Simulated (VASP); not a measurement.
# Rb (Im-3m) in VASP: notebook

The runs below take Rb through single point, relaxation of cell and atoms, with PBEsol.

All numbers are computed with VASP 6.6.1; they aren't measurements. Logs are shortened: lines on timing, memory, paths and dates and some standing lists are left out, and cuts for length are marked.

### Step 1. The cell of the first run

The structure is cubic, space group Im-3m (No. 229). Conventional cell: a = 5.562 Å, b = 5.562 Å, c = 5.562 Å, α = 90.00°, β = 90.00°, γ = 90.00°.

### Step 2. Single point, PBEsol

INCAR

```
PREC = Accurate ; ENCUT = 520
EDIFF = 1E-6 ; ISMEAR = -1
SIGMA = 0.05 ; LREAL = False
LASPH = True ; NELM = 60
ALGO = Normal ; ISIF = 2
LWAVE = False ; LCHARG = True
GGA = PS ; LELF = True
LVHAR = True ; NBANDS = 10
```

KPOINTS

```
Automatic mesh
0
Gamma
  7 7 7
```

POSCAR

```
Rb
1.0
   -2.7811898191      2.7811898191      2.7811898191
    2.7811898191     -2.7811898191      2.7811898191
    2.7811898191      2.7811898191     -2.7811898191
Rb
1
Direct
    0.0000000000      0.0000000000      0.0000000000
```

Potentials or basis: VASP PAW PBE potentials, release 64 (Rb_sv).

The run is started by

```console
> cat potpaw_PBE.64/Rb_sv/POTCAR > POTCAR
> mpirun -np 1 vasp_std > vasp.out
```

OUTCAR:

```text
PREC = Accurate
   ENCUT = 520
   EDIFF = 1E-6
   ISMEAR = -1
   LREAL = False
   LASPH = True
   NELM = 60
   ISIF = 2
   GGA = PS

 ion  position               nearest neighbor table
   1  0.000  0.000  0.000-

  LATTYP: Found a body centered cubic cell.
 ALAT       =     5.5623796382

  Lattice vectors:

 A1 = (  -2.7811898191,   2.7811898191,   2.7811898191)
 A2 = (   2.7811898191,  -2.7811898191,   2.7811898191)
 A3 = (   2.7811898191,   2.7811898191,  -2.7811898191)

Analysis of symmetry for initial positions (statically):
=====================================================================
 Subroutine PRICEL returns:
 Original cell was already a primitive cell.

 Routine SETGRP: Setting up the symmetry group for a
 body centered cubic supercell.

 Subroutine GETGRP returns: Found 48 space group operations
 (whereof 48 operations were pure point group operations)
 out of a pool of 48 trial point group operations.

The static configuration has the point symmetry O_h .

Analysis of symmetry for dynamics (positions and initial velocities):
=====================================================================
 Subroutine PRICEL returns:
 Original cell was already a primitive cell.

 Routine SETGRP: Setting up the symmetry group for a
 body centered cubic supercell.

 Subroutine GETGRP returns: Found 48 space group operations
 (whereof 48 operations were pure point group operations)
 out of a pool of 48 trial point group operations.

The dynamic configuration has the point symmetry O_h .

 Subroutine INISYM returns: Found 48 space group operations
 (whereof 48 operations are pure point group operations),
 and found     1 'primitive' translations

----------------------------------------------------------------------------------------

                                     Primitive cell

  volume of cell :      86.0502

  direct lattice vectors                    reciprocal lattice vectors
    -2.781189819  2.781189819  2.781189819     0.000000000  0.179779171  0.179779171
     2.781189819 -2.781189819  2.781189819     0.179779171  0.000000000  0.179779171
     2.781189819  2.781189819 -2.781189819     0.179779171  0.179779171  0.000000000

  length of vectors
     4.817162072  4.817162072  4.817162072     0.254246142  0.254246142  0.254246142

  position of ions in fractional coordinates (direct lattice)
     0.000000000  0.000000000  0.000000000

  ion indices of the primitive-cell ions
   primitive index   ion index
                 1           1

----------------------------------------------------------------------------------------

 KPOINTS: Automatic mesh

Automatic generation of k-mesh.
 Grid dimensions read from file:
 generate k-points for:    7    7    7

 Generating k-lattice:

  Cartesian coordinates                     Fractional coordinates (reciprocal lattice)
     0.000000000  0.025682739  0.025682739     0.142857143  0.000000000  0.000000000
     0.025682739  0.000000000  0.025682739     0.000000000  0.142857143  0.000000000
     0.025682739  0.025682739  0.000000000     0.000000000  0.000000000  0.142857143

  Length of vectors
     0.036320877  0.036320877  0.036320877

  Shift w.r.t. Gamma in fractional coordinates (k-lattice)
     0.000000000  0.000000000  0.000000000

 Subroutine IBZKPT returns following result:
 ===========================================

 Found     20 irreducible k-points:

 Following reciprocal coordinates:
            Coordinates               Weight
  0.000000  0.000000  0.000000      1.000000
  0.142857  0.000000  0.000000     12.000000
  0.285714  0.000000  0.000000     12.000000
  0.428571  0.000000  0.000000     12.000000
  0.142857  0.142857  0.000000     24.000000
  0.285714  0.142857  0.000000     48.000000
[... 12 lines left out ...]
 -0.428571 -0.428571  0.285714      8.000000
 -0.428571  0.428571  0.428571      6.000000
   k-points           NKPTS =     20   k-points in BZ     NKDIM =     20   number of bands    NBANDS=     10
   number of dos      NEDOS =    301   number of ions     NIONS =      1
   total plane-waves  NPLWV =  46656
   dimension x,y,z NGX =    36 NGY =   36 NGZ =   36
   dimension x,y,z NGXF=    72 NGYF=   72 NGZF=   72
   ions per type =               1
   NGX,Y,Z   is equivalent  to a cutoff of  12.42, 12.42, 12.42 a.u.
   NGXF,Y,Z  is equivalent  to a cutoff of  24.85, 24.85, 24.85 a.u.
 SYSTEM =  unknown system
   PREC   = accura    normal or accurate (medium, high low for compatibility)
   ISTART =      0    job   : 0-new  1-cont  2-samecut
   ICHARG =      2    charge: 1-file 2-atom 10-const
   ISPIN  =      1    spin polarized calculation?
   LNONCOLLINEAR =      F non collinear calculations
   LSORBIT =      F    spin-orbit coupling
   LASPH  =      T    aspherical Exc in radial PAW
   ENCUT  =  520.0 eV  38.22 Ry    6.18 a.u.   8.96  8.96  8.96*2*pi/ulx,y,z
   NELM   =     60;   NELMIN=  2; NELMDL= -5     # of ELM steps
   EDIFF  = 0.1E-05   stopping-criterion for ELM
   LREAL  =      F    real-space projection
[... 7 lines left out ...]
   TEBEG  =    0.0;   TEEND  =   0.0 temperature during run
   PSTRESS=    0.0 pullay stress
   NELECT =       9.0000    total number of electrons
   NUPDOWN=      -1.0000    fix difference up-down
   EMIN   =  10.00;   EMAX   =-10.00  energy-range for DOS
   EFERMI =   0.00;   METHOD = LEGACY
   ISMEAR =    -1;   SIGMA  =   0.05  broadening in eV -4-tet -1-fermi 0-gaus
   EFERMI_NEDOS =   21; number of points for ismear=-14 and -15
   IALGO  =     38    algorithm
   IMIX   =      4    mixing-type and parameters
     AMIX     =   0.40;   BMIX     =  1.00
     AMIX_MAG =   1.60;   BMIX_MAG =  1.00
  volume/ion in A,a.u.               =      86.05       580.70
  Fermi-wavevector in a.u.,A,eV,Ry     =   0.771327  1.457596  8.094717  0.594945
  Thomas-Fermi vector in A             =   1.872721
   LORBIT       =      0    0 simple, 1 ext, 2 COOP (PROOUT), +10 PAW based schemes
   GGA     = PS    functional components
   LHFCALC =     F    Hartree Fock is set to
   AEXX    =    0.0000 exact exchange contribution
   IVDW    =     0    specifies the selected vdW correction
   LEPSILON=     F    determine dielectric tensor
   LRPA    =     F    only Hartree local field effects (RPA)
 non-spin polarized calculation
  energy-cutoff  :      520.00
  volume of cell :       86.05
 maximum number of plane-waves:      2344
   NGX = 17   NGY = 17   NGZ = 17

 number of electron       9.0000000 magnetization

 Free energy of the ion-electron system (eV)
  ---------------------------------------------------
  ext. energy  EPLUGINS =         0.00000000
  ---------------------------------------------------
  free energy    TOTEN  =        -1.03072756 eV

  energy without entropy =       -1.02290704  energy(sigma->0) =       -1.02681730

 E-fermi :   0.0623     XC(G=0):  -5.6619

 val. band max:        0.0148238463   @ k =  -0.2857   0.4286   0.1429
 cond. band min:       0.1706911099   @ k =  -0.4286   0.4286   0.1429
 fundamental gap:      0.1558672636
 Fermi energy:         0.0622525955

 k-point     1 :       0.0000    0.0000    0.0000
  band No.  band energies     occupation
      1     -28.7561      2.00000
      2     -12.7969      2.00000
      3     -12.7969      2.00000
      4     -12.7969      2.00000
      5      -1.9797      2.00000
      6       3.8027      0.00000
      7       3.8027      0.00000
      8       3.8027      0.00000
      9       4.7884      0.00000
     10       4.7884      0.00000

 k-point     2 :       0.1429    0.0000    0.0000
  band No.  band energies     occupation
      1     -28.7551      2.00000
      2     -12.8195      2.00000
      3     -12.8042      2.00000
      4     -12.7969      2.00000
      5      -1.7282      2.00000
      6       3.3662      0.00000
      7       3.4923      0.00000
      8       4.0396      0.00000
      9       4.5100      0.00000
     10       4.7136      0.00000

 k-point     3 :       0.2857    0.0000    0.0000
  band No.  band energies     occupation
      1     -28.7527      2.00000
      2     -12.8693      2.00000
      3     -12.8206      2.00000
      4     -12.7969      2.00000
      5      -1.0254      2.00000
      6       2.2904      0.00000
      7       2.9997      0.00000
      8       4.6412      0.00000
      9       4.7273      0.00000
     10       4.7385      0.00000

 k-point     4 :       0.4286    0.0000    0.0000
  band No.  band energies     occupation
      1     -28.7509      2.00000
      2     -12.9083      2.00000
      3     -12.8337      2.00000
      4     -12.7970      2.00000
      5      -0.0456      1.79248
      6       1.2317      0.00000
      7       2.7042      0.00000
      8       4.5157      0.00000
      9       5.0928      0.00000
     10       5.7899      0.00000
[... 170 lines left out ...]
 k-point    18 :      -0.4286    0.4286    0.2857
  band No.  band energies     occupation
      1     -28.7482      2.00000
      2     -12.8892      2.00000
      3     -12.8609      2.00000
      4     -12.8489      2.00000
      5       0.6796      0.00001
      6       1.4921      0.00000
      7       2.8410      0.00000
      8       3.1435      0.00000
      9       4.0742      0.00000
     10       5.7554      0.00000

 k-point    19 :      -0.4286   -0.4286    0.2857
  band No.  band energies     occupation
      1     -28.7474      2.00000
      2     -12.8819      2.00000
      3     -12.8819      2.00000
      4     -12.8525      2.00000
      5       1.2510      0.00000
      6       1.2510      0.00000
      7       2.3366      0.00000
      8       3.7843      0.00000
      9       3.7843      0.00000
     10       5.5247      0.00000

 k-point    20 :      -0.4286    0.4286    0.4286
  band No.  band energies     occupation
      1     -28.7467      2.00000
      2     -12.8797      2.00000
      3     -12.8759      2.00000
      4     -12.8759      2.00000
      5       1.1443      0.00000
      6       1.3892      0.00000
      7       3.2642      0.00000
      8       3.3840      0.00000
      9       3.3840      0.00000
     10       5.7396      0.00000

------------------------ aborting loop because EDIFF is reached ----------------------------------------

  FORCE on cell =-STRESS in cart. coord.  units (eV):
  Direction    XX          YY          ZZ          XY          YZ          ZX
  --------------------------------------------------------------------------------------
  -------------------------------------------------------------------------------------
  Total        0.0015073      0.0015073      0.0015073      0.0000000     -0.0000000      0.0000000
  in kB        0.0280637      0.0280637      0.0280637      0.0000000     -0.0000000      0.0000000
  external PRESSURE =       0.0280637 kB  Pullay stress =       0.0000000 kB

 VOLUME and BASIS-vectors are now :
 -----------------------------------------------------------------------------
  energy-cutoff  :      520.00
  volume of cell :       86.05
      direct lattice vectors                 reciprocal lattice vectors
    -2.781189819  2.781189819  2.781189819     0.000000000  0.179779171  0.179779171
     2.781189819 -2.781189819  2.781189819     0.179779171  0.000000000  0.179779171
     2.781189819  2.781189819 -2.781189819     0.179779171  0.179779171  0.000000000

 POSITION                                       TOTAL-FORCE (eV/Angst)
 -----------------------------------------------------------------------------------
      0.00000      0.00000      0.00000         0.000000      0.000000      0.000000
 -----------------------------------------------------------------------------------
    total drift:                               -0.000000      0.000000      0.000000

  FREE ENERGIE OF THE ION-ELECTRON SYSTEM (eV)
  ---------------------------------------------------
  free  energy   TOTEN  =        -1.0307275563 eV

  energy  without entropy=       -1.0229070368  energy(sigma->0) =       -1.02681730
```

Wall time 8.8 s (1 thread of Intel Xeon Platinum 8559C (Emerald Rapids), shared host); peak memory 0.19 GiB.

Results:

```yaml
Free_energy: -1.0307 eV
Pressure: 0.0 GPa
Band_gap_on_the_k_mesh: zero (an odd number of electrons rules out a gap without spin polarisation)
```

Caveat: the PAW data sets were made with another functional, which shifts forces and pressure a little.

### Step 3. Relaxation of cell and atoms, PBEsol

This run uses another cell than the first one, of 88.04 Å³/atom.

INCAR

```
SYSTEM = Rb
PREC = Accurate
ENCUT = 600
EDIFF = 1E-6
ISMEAR = -1
SIGMA = 0.05
LREAL = .FALSE.
LASPH = .TRUE.
NELM = 100
ALGO = Normal
ISIF = 3
LWAVE = .FALSE.
LCHARG = .FALSE.
GGA = PS
IBRION = 2
NSW = 60
EDIFFG = -0.03
```

KPOINTS

```
regular mesh
0
G
  7 7 7
  0 0 0
```

POSCAR

```
Rb
1.0
   -2.8025000000      2.8025000000      2.8025000000
    2.8025000000     -2.8025000000      2.8025000000
    2.8025000000      2.8025000000     -2.8025000000
Rb
1
Direct
    0.0000000000      0.0000000000      0.0000000000
```

Potentials or basis: VASP PAW PBE potentials, release 64 (Rb_sv).

The run is started by

```console
> cat potpaw_PBE.64/Rb_sv/POTCAR > POTCAR
> mpirun -np 1 vasp_std > vasp.out
```

It took 17 s on 1 thread of Intel Xeon Platinum 8559C (Emerald Rapids), shared host; peak memory 0.24 GiB.

The run converged. Its results:

```yaml
Free_energy: -1.0305 eV
Relaxed_volume: 87.62 Å³/atom
Relaxed_cell: a = 4.846 Å, b = 4.846 Å, c = 4.846 Å, α = 109.47°, β = 109.47°, γ = 109.47°
Space_group_after_relaxing_to_0.1_Å: Im-3m (No. 229)
Energy_gained_by_relaxing: 0.1 meV/atom
Ionic_steps: 2
Pressure_after_relaxing: -0.1 GPa
Band_gap_on_the_k_mesh: zero (an odd number of electrons rules out a gap without spin polarisation)
```

The path:
```csv
step,energy change (eV),largest force (eV/Å),pressure (GPa),volume (Å³)
1,0.0000,0.0000,-0.06,88.04
2,-0.0001,0.0000,-0.05,87.62
```

Final structure:
```yaml
crystal:
  lattice:
    - [-2.79796, 2.79796, 2.79796]
    - [2.79796, -2.79796, 2.79796]
    - [2.79796, 2.79796, -2.79796]
  atoms:
    - { symbol: Rb, position: [0.00000, 0.00000, 0.00000] }
```

Levels at points of the mesh, in eV from the Fermi level:
```
           k point  band 2  band 3  band 4  band 5  band 6  band 7  band 8
(0.00, 0.00, 0.00)  -12.87  -12.87  -12.87   -2.02    3.72    3.72    3.72
```

Caveat: the PAW data sets were made with another functional, which shifts forces and pressure a little.

The gap in the log of VASP goes by the Fermi energy; the results here count the filled bands.